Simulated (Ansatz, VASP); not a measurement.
One calculation of Y2MgC2, two programs

```
Y Mg C
1.0
     5.49887    0.00000    0.00000
     0.00000    5.49887    0.00000
     0.00000    0.00000    4.00123
Y Mg C
2 1 2
Direct
  0.50000 0.00000 0.00000
  0.00000 0.50000 0.00000
  0.00000 0.00000 0.00000
  0.50000 0.50000 0.34100
  0.50000 0.50000 0.65900
```

Alike in both runs: functional PBE; k mesh 8 × 8 × 10; occupations gaussian, width 0.1 eV; no spin polarisation.

Ansatz relaxed the structure, and its values are those at the end. VASP's run is a single point on that final structure, the one shown.

|  | VASP | Ansatz |
| --- | --- | --- |
| version | VASP 6.6.1 | Ansatz 0.2.0 |
| potentials or method | VASP PAW PBE potentials, release 64 (Y_sv, Mg_sv, C), cutoff 750 eV | scalar-relativistic, plane waves, PAW |
| valence electrons in the cell | 40 | 40 |

|  | VASP | Ansatz | Ansatz less VASP |
| --- | --- | --- | --- |
| gap on the k mesh at the Fermi level (eV) | none | none | - |
| pressure (GPa) | -0.2 | 0.0 | +0.16 |
| rms of the force components (eV/Å) | 0.035 | 0.000 | -0.0348 |

A gap of «none» marks a metal or a gap that the smearing closes.
